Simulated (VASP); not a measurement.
# H2CI2 (Fmm2) in VASP: settings compared

Aim: see how the results for H2CI2 move with the level of theory and the settings. Levels: PBE, RPBE, PBEsol. Tasks: single point.

All numbers are computed with VASP 6.6.1; they aren't measurements. Logs are shortened: lines on timing, memory, paths and dates and some standing lists are left out, and cuts for length are marked.

### Step 1. The cell of the first run

Symmetry: Fmm2, No. 42, orthorhombic system. Conventional cell: a = 7.182 Å, b = 12.912 Å, c = 4.693 Å, α = 90.00°, β = 90.00°, γ = 90.00°. H (site symmetry m) has 1 C at 1.01 Å within 1.4 Å. C (site symmetry mm2) has 2 H at 1.01 Å within 1.4 Å. Within 2.8 Å of I (site symmetry m) lie 1 C at 2.12 Å and 2 H at 2.63 Å.

### Step 2. Single point, PBE

INCAR

```
ALGO     = Normal         # electronic algorithm
EDIFF    = 1E-6           # SCF threshold, eV
ENCUT    = 520            # plane-wave cutoff, eV
GGA      = PE             # functional
ISIF     = 2              # what is computed and relaxed
ISMEAR   = 1              # smearing method
LASPH    = True           # aspherical terms in the spheres
LCHARG   = True           # write CHGCAR
LELF     = True           # ELF
LREAL    = False          # projectors in reciprocal space
LVHAR    = True         
LWAVE    = False          # write WAVECAR
NBANDS   = 18             # bands
NELM     = 80             # most SCF steps
PREC     = Accurate       # precision mode
SIGMA    = 0.1            # smearing width, eV
```

KPOINTS

```
k-points
0
Gamma
  6 6 6
```

POSCAR

```
H2CI2
1.0
    0.0000000000      6.4560000000      2.3465000000
    3.5909500000      0.0000000000      2.3465000000
    3.5909500000      6.4560000000      0.0000000000
H C I
2 1 2
Direct
    0.7537900000      0.9786100000      0.2462100000
    0.9786100000      0.7537900000      0.0213900000
    0.9955200000      0.9955200000      0.0044800000
    0.3808600000      0.1072400000      0.8927600000
    0.1072400000      0.3808600000      0.6191400000
```

Potentials or basis: VASP PAW PBE potentials, release 64 (H, C, I).

On the command line:

```
> cat potpaw_PBE.64/H/POTCAR potpaw_PBE.64/C/POTCAR potpaw_PBE.64/I/POTCAR > POTCAR
> mpirun -np 1 vasp_std > vasp.out
```

OUTCAR:

```text
EDIFF = 1E-6
   ENCUT = 520
   GGA = PE
   ISIF = 2
   ISMEAR = 1
   LASPH = True
   LREAL = False
   NELM = 80
   PREC = Accurate

 ion  position               nearest neighbor table
   1  0.754  0.979  0.246-   3 1.01
   2  0.979  0.754  0.021-   3 1.01
   3  0.996  0.996  0.004-   1 1.01   2 1.01   4 2.12   5 2.12
   4  0.381  0.107  0.893-   3 2.12   5 3.53
   5  0.107  0.381  0.619-   3 2.12   4 3.53

  LATTYP: Found a face centered orthorhombic cell.
 ALAT       =     4.6930000000
 B/A-ratio  =     1.5303430641
 C/A-ratio  =     2.7513317707

  Lattice vectors:

 A1 = (   3.5909500000,   6.4560000000,   0.0000000000)
 A2 = (   0.0000000000,   6.4560000000,   2.3465000000)
 A3 = (   3.5909500000,   0.0000000000,   2.3465000000)

Analysis of symmetry for initial positions (statically):
=====================================================================
 Subroutine PRICEL returns:
 Original cell was already a primitive cell.

 Routine SETGRP: Setting up the symmetry group for a
 face centered orthorhombic supercell.

 Subroutine GETGRP returns: Found  4 space group operations
 (whereof  4 operations were pure point group operations)
 out of a pool of  8 trial point group operations.

The static configuration has the point symmetry C_2v.

Analysis of symmetry for dynamics (positions and initial velocities):
=====================================================================
 Subroutine PRICEL returns:
 Original cell was already a primitive cell.

 Routine SETGRP: Setting up the symmetry group for a
 face centered orthorhombic supercell.

 Subroutine GETGRP returns: Found  4 space group operations
 (whereof  4 operations were pure point group operations)
 out of a pool of  8 trial point group operations.

The dynamic configuration has the point symmetry C_2v.

 Subroutine INISYM returns: Found  4 space group operations
 (whereof  4 operations are pure point group operations),
 and found     1 'primitive' translations

----------------------------------------------------------------------------------------

                                     Primitive cell

  volume of cell :     108.7986

  direct lattice vectors                    reciprocal lattice vectors
     0.000000000  6.456000000  2.346500000    -0.139238920  0.077447336  0.213083316
     3.590950000  0.000000000  2.346500000     0.139238920 -0.077447336  0.213083316
     3.590950000  6.456000000  0.000000000     0.139238920  0.077447336 -0.213083316

  length of vectors
     6.869206523  4.289636832  7.387479807     0.266064026  0.266064026  0.266064026

  position of ions in fractional coordinates (direct lattice)
     0.753790000  0.978610000  0.246210000
     0.978610000  0.753790000  0.021390000
     0.995520000  0.995520000  0.004480000
     0.380860000  0.107240000  0.892760000
     0.107240000  0.380860000  0.619140000

  ion indices of the primitive-cell ions
   primitive index   ion index
                 1           1
                 2           2
                 3           3
                 4           4
                 5           5

----------------------------------------------------------------------------------------

 KPOINTS: k-points

Automatic generation of k-mesh.
 Grid dimensions read from file:
 generate k-points for:    6    6    6

 Generating k-lattice:

  Cartesian coordinates                     Fractional coordinates (reciprocal lattice)
    -0.023206487  0.012907889  0.035513886     0.166666667  0.000000000  0.000000000
     0.023206487 -0.012907889  0.035513886     0.000000000  0.166666667  0.000000000
     0.023206487  0.012907889 -0.035513886     0.000000000  0.000000000  0.166666667

  Length of vectors
     0.044344004  0.044344004  0.044344004

  Shift w.r.t. Gamma in fractional coordinates (k-lattice)
     0.000000000  0.000000000  0.000000000

 Subroutine IBZKPT returns following result:
 ===========================================

 Found     46 irreducible k-points:

 Following reciprocal coordinates:
            Coordinates               Weight
  0.000000  0.000000  0.000000      1.000000
  0.166667  0.000000  0.000000      8.000000
  0.333333 -0.000000 -0.000000      8.000000
  0.500000  0.000000  0.000000      4.000000
  0.166667  0.166667  0.000000      2.000000
  0.333333  0.166667  0.000000      8.000000
[... 16 lines left out ...]
 -0.166667  0.166667  0.166667      8.000000
  0.500000  0.333333  0.166667      4.000000
 [... further k-points ...]
   k-points           NKPTS =     46   k-points in BZ     NKDIM =     46   number of bands    NBANDS=     18
   number of dos      NEDOS =    301   number of ions     NIONS =      5
   total plane-waves  NPLWV =  96768
   dimension x,y,z NGX =    54 NGY =   32 NGZ =   56
   dimension x,y,z NGXF=   108 NGYF=   64 NGZF=  112
   ions per type =               2   1   2
   NGX,Y,Z   is equivalent  to a cutoff of  13.07, 12.40, 12.60 a.u.
[... 68 lines left out ...]
  band No.  band energies     occupation
      1     -12.6697      2.00000
      2     -10.0580      2.00000
      3      -8.6228      2.00000
      4      -3.7913      2.00000
      5      -3.1775      2.00000
      6      -1.6320      2.00000
[... 10 lines left out ...]
     17      10.5626      0.00000
     18      10.5806      0.00000

 k-point     2 :       0.1667    0.0000    0.0000
  band No.  band energies     occupation
      1     -12.6009      2.00000
      2     -10.0650      2.00000
      3      -8.6182      2.00000
      4      -3.8848      2.00000
      5      -3.1922      2.00000
      6      -1.8056      2.00000
[... 10 lines left out ...]
     17      10.5996      0.00000
     18      11.0440      0.00000

 k-point     3 :       0.3333   -0.0000   -0.0000
  band No.  band energies     occupation
      1     -12.4532      2.00000
      2     -10.0721      2.00000
      3      -8.6461      2.00000
      4      -4.0678      2.00000
      5      -3.0962      2.00000
      6      -2.1126      2.00000
[... 10 lines left out ...]
     17      11.0181      0.00000
     18      11.6181      0.00000

 k-point     4 :       0.5000    0.0000    0.0000
  band No.  band energies     occupation
      1     -12.3735      2.00000
      2     -10.0723      2.00000
      3      -8.6800      2.00000
      4      -4.1491      2.00000
      5      -2.9954      2.00000
      6      -2.2248      2.00000
[... 10 lines left out ...]
     17      11.1300      0.00000
     18      12.2845      0.00000

 k-point     5 :       0.1667    0.1667    0.0000
  band No.  band energies     occupation
      1     -12.5039      2.00000
      2     -10.0309      2.00000
      3      -8.6961      2.00000
      4      -3.9621      2.00000
      5      -3.2301      2.00000
      6      -2.0681      2.00000
[... 10 lines left out ...]
     17      10.8097      0.00000
     18      11.5380      0.00000

 k-point     6 :       0.3333    0.1667    0.0000
  band No.  band energies     occupation
      1     -12.3801      2.00000
      2     -10.0491      2.00000
      3      -8.6889      2.00000
      4      -4.1575      2.00000
      5      -3.0406      2.00000
      6      -2.2459      2.00000
[... 307 lines left out ...]
 k-point    21 :       0.5000    0.1667    0.1667
  band No.  band energies     occupation
      1     -12.3751      2.00000
      2     -10.0732      2.00000
      3      -8.6703      2.00000
      4      -4.1606      2.00000
      5      -3.0188      2.00000
      6      -2.1989      2.00000
[... 10 lines left out ...]
     17      10.8289      0.00000
     18      11.8165      0.00000

 k-point    22 :      -0.3333    0.1667    0.1667
  band No.  band energies     occupation
      1     -12.3774      2.00000
      2     -10.0184      2.00000
      3      -8.6484      2.00000
      4      -4.2732      2.00000
      5      -3.0579      2.00000
      6      -2.1765      2.00000
[... 10 lines left out ...]
     17      10.6068      0.00000
     18      11.7661      0.00000

 k-point    23 :      -0.1667    0.1667    0.1667
  band No.  band energies     occupation
      1     -12.4948      2.00000
      2      -9.9864      2.00000
      3      -8.6084      2.00000
      4      -4.1971      2.00000
      5      -3.1779      2.00000
      6      -1.9050      2.00000
[... 10 lines left out ...]
     17       9.8849      0.00000
     18      11.8223      0.00000

 k-point    24 :       0.5000    0.3333    0.1667
  band No.  band energies     occupation
      1     -12.3255      2.00000
      2     -10.0576      2.00000
      3      -8.5945      2.00000
      4      -4.3800      2.00000
      5      -2.9025      2.00000
      6      -2.1673      2.00000
[... 10 lines left out ...]
     17      11.2660      0.00000
     18      11.5487      0.00000

 [... further k-points ...]

------------------------ aborting loop because EDIFF is reached ----------------------------------------

  FORCE on cell =-STRESS in cart. coord.  units (eV):
  Direction    XX          YY          ZZ          XY          YZ          ZX
  --------------------------------------------------------------------------------------
  -------------------------------------------------------------------------------------
  Total        5.9222028      1.8624953      3.2614500      0.0000000      0.0000000      0.0000000
  in kB       87.2108306     27.4272550     48.0283735      0.0000000      0.0000000      0.0000000
  external PRESSURE =      54.2221530 kB  Pullay stress =       0.0000000 kB

 VOLUME and BASIS-vectors are now :
 -----------------------------------------------------------------------------
  energy-cutoff  :      520.00
  volume of cell :      108.80
      direct lattice vectors                 reciprocal lattice vectors
     0.000000000  6.456000000  2.346500000    -0.139238920  0.077447336  0.213083316
     3.590950000  0.000000000  2.346500000     0.139238920 -0.077447336  0.213083316
     3.590950000  6.456000000  0.000000000     0.139238920  0.077447336 -0.213083316

 POSITION                                       TOTAL-FORCE (eV/Angst)
 -----------------------------------------------------------------------------------
      4.39827      6.45600      4.06508         3.087380      0.000000     -1.707665
      2.78363      6.45600      4.06508        -3.087380      0.000000     -1.707665
      3.59095      6.45600      4.67198         0.000000      0.000000      3.071708
      3.59095      8.22249      1.14533         0.000000      0.417445      0.171811
      3.59095      4.68951      1.14533         0.000000     -0.417445      0.171811
 -----------------------------------------------------------------------------------
    total drift:                               -0.000005      0.000000      0.000252

  FREE ENERGIE OF THE ION-ELECTRON SYSTEM (eV)
  ---------------------------------------------------
  free  energy   TOTEN  =       -18.2759094873 eV

  energy  without entropy=      -18.2766566066  energy(sigma->0) =      -18.27615853
```

Wall time 73 s (1 thread of Intel Xeon 6975P-C (Granite Rapids), shared host); peak memory 0.33 GiB.

What came out:

```yaml
Free_energy: -18.2759 eV
Pressure: 5.4 GPa
Largest_force: 3.528 eV/Å
Band_gap_on_the_k_mesh: 2.91 eV (least direct gap 3.00 eV)
```

Forces in eV/Å, atoms in the order of the input:
```
H    3.087  0.000 -1.708
H   -3.087  0.000 -1.708
C    0.000  0.000  3.072
I    0.000  0.417  0.172
I    0.000 -0.417  0.172
```

Stress tensor (GPa, compression positive):
```
8.72 0.00 0.00
0.00 2.74 0.00
0.00 0.00 4.80
```

Caveat: the stress differs along the axes, from 3 to 9 GPa; this functional lacks dispersion, which holds the molecules together, so the pressure and a relaxed volume are unreliable; spin-orbit coupling is left out, which moves the levels of the heavy elements; forces of over 1 eV/Å act on the atoms, so gaps and moduli don't describe the material at rest.

### Step 3. Single point, RPBE

INCAR

```
  ALGO = Normal
  EDIFF = 1E-6
  ENCUT = 520
  GGA = RP
  ISIF = 2
  ISMEAR = 1
  LASPH = T
  LCHARG = F
  LREAL = F
  LWAVE = F
  NBANDS = 18
  NELM = 80
  PREC = Accurate
  SIGMA = 0.1
```

KPOINTS is that of step 2.

POSCAR is that of step 2.

Potentials or basis: VASP PAW PBE potentials, release 64 (H, C, I).

On the command line:

```
> cat potpaw_PBE.64/H/POTCAR potpaw_PBE.64/C/POTCAR potpaw_PBE.64/I/POTCAR > POTCAR
> mpirun -np 1 vasp_std > vasp.out
```

It took 68 s on 1 thread of Intel Xeon 6975P-C (Granite Rapids), shared host; peak memory 0.33 GiB.

It converged, with:

```yaml
Free_energy: -17.4616 eV
Pressure: 6.9 GPa
Largest_force: 3.476 eV/Å
Band_gap_on_the_k_mesh: 3.01 eV (least direct gap 3.12 eV)
```

Forces on the atoms (eV/Å):
```
H    3.047  0.000 -1.673
H   -3.047  0.000 -1.673
C    0.000  0.000  2.940
I    0.000  0.480  0.202
I    0.000 -0.480  0.202
```

Stress tensor (GPa, compression positive):
```
10.01  0.00  0.00
 0.00  4.49  0.00
 0.00  0.00  6.29
```

Levels at points of the mesh, in eV from the valence-band top:
```csv
k point,band 6,band 7,band 8,band 9,band 10,band 11,band 12,band 13,band 14,band 15
"(0.00, 0.00, 0.00)",-3.26,-1.00,-0.22,-0.08,0.00,3.12,4.95,5.68,6.34,7.84
"(0.50, 0.00, 0.00)",-3.84,-1.72,-1.02,-0.60,-0.22,3.62,4.76,5.99,7.08,8.10
"(0.50, 0.50, 0.00)",-3.73,-2.14,-1.61,-0.71,-0.57,3.20,4.15,7.05,7.72,8.58
"(0.50, 0.00, 0.50)",-3.87,-1.28,-0.46,-0.18,-0.07,3.04,4.58,6.97,7.06,7.33
"(0.00, 0.50, 0.50)",-3.47,-1.53,-1.34,-1.11,-0.39,3.39,4.48,6.63,6.91,7.00
```

Caveat: the stress differs along the axes, from 4 to 10 GPa; this functional lacks dispersion, which holds the molecules together, so the pressure and a relaxed volume are unreliable; the PAW data sets were made with another functional, which shifts forces and pressure a little; spin-orbit coupling is left out, which moves the levels of the heavy elements. A k mesh can miss the band edges.

### Step 4. Single point, PBEsol

INCAR

```
SYSTEM = H2CI2
  PREC = Accurate
  ENCUT = 520
  EDIFF = 1E-6
  ISMEAR = 1
  SIGMA = 0.1
  LREAL = .False.
  LASPH = .True.
  NELM = 60
  ALGO = Normal
  ISIF = 2
  LWAVE = .False.
  LCHARG = .False.
  GGA = PS
  NBANDS = 18
```

KPOINTS

```
Automatic mesh
0
Gamma
  6 6 6
  0 0 0
```

POSCAR is that of step 3.

On the command line:

```
> cat potpaw_PBE.64/H/POTCAR potpaw_PBE.64/C/POTCAR potpaw_PBE.64/I/POTCAR > POTCAR
> mpirun -np 1 vasp_std > vasp.out
```

It took 65 s on 1 thread of Intel Xeon 6975P-C (Granite Rapids), shared host; peak memory 0.34 GiB.

It converged, with:

```
Free energy            : -18.9329 eV
Pressure               : 4.0 GPa
Largest force          : 3.755 eV/Å
Band gap on the k mesh : 2.86 eV (least direct gap 2.94 eV)
```

Forces in eV/Å, atoms in the order of the input:
```
H    3.272  0.000 -1.842
H   -3.272  0.000 -1.842
C    0.000  0.000  3.502
I    0.000  0.284  0.091
I    0.000 -0.284  0.091
```

Stress tensor (GPa, compression positive):
```
7.96 0.00 0.00
0.00 0.63 0.00
0.00 0.00 3.48
```

Levels at points of the mesh, in eV from the valence-band top:
| k point | band 7 | band 8 | band 9 | band 10 | band 11 | band 12 | band 13 | band 14 |
| --- | --- | --- | --- | --- | --- | --- | --- | --- |
| (0.00, 0.00, 0.00) | -1.06 | -0.23 | -0.10 | 0.00 | 3.03 | 4.85 | 5.21 | 5.92 |
| (0.50, 0.00, 0.00) | -1.80 | -1.07 | -0.62 | -0.23 | 3.53 | 4.65 | 5.62 | 6.72 |
| (0.50, 0.50, 0.00) | -2.25 | -1.67 | -0.71 | -0.60 | 3.04 | 3.96 | 6.72 | 7.39 |
| (0.50, 0.00, 0.50) | -1.34 | -0.49 | -0.19 | -0.07 | 2.87 | 4.36 | 6.63 | 6.72 |
| (0.00, 0.50, 0.50) | -1.58 | -1.41 | -1.17 | -0.42 | 3.30 | 4.35 | 6.27 | 6.57 |

Caveat: the stress differs along the axes, from 1 to 8 GPa; this functional lacks dispersion, which holds the molecules together, so the pressure and a relaxed volume are unreliable; the PAW data sets were made with another functional, which shifts forces and pressure a little; spin-orbit coupling is left out, which moves the levels of the heavy elements. A k mesh can miss the band edges.

### Step 5. The runs side by side

```csv
level,gap on the mesh (eV),pressure (GPa),largest force (eV/Å)
PBE,2.91,5.4,3.53
RPBE,3.01,6.9,3.48
PBEsol,2.86,4.0,3.75
```

Alike in all rows: task single point; potentials or basis VASP PAW PBE potentials, release 64 (H, C, I); no spin polarisation; cell as given; k mesh 6 × 6 × 6; cutoff (eV) 520; smearing methfessel-paxton 0.1 eV.

On the cell as given the gap runs from 2.86 eV (PBEsol) to 3.01 eV (RPBE). The pressure there spans 4.0 GPa (PBEsol) to 6.9 GPa (RPBE); a positive pressure means that this level wants a larger cell, a negative one a smaller.

Caveats: this functional lacks dispersion, which holds the molecules together, so the pressure and a relaxed volume are unreliable; spin-orbit coupling is left out, which moves the levels of the heavy elements; the PAW data sets were made with another functional, which shifts forces and pressure a little (at least some runs); the stress differs along the axes, from 3 to 9 GPa (at least some runs); forces of over 1 eV/Å act on the atoms, so gaps and moduli don't describe the material at rest (at least some runs); the stress differs along the axes, from 4 to 10 GPa (at least some runs); the stress differs along the axes, from 1 to 8 GPa (at least some runs).

Total energies depend on the potentials used, so only differences within one code and one set of settings carry meaning.
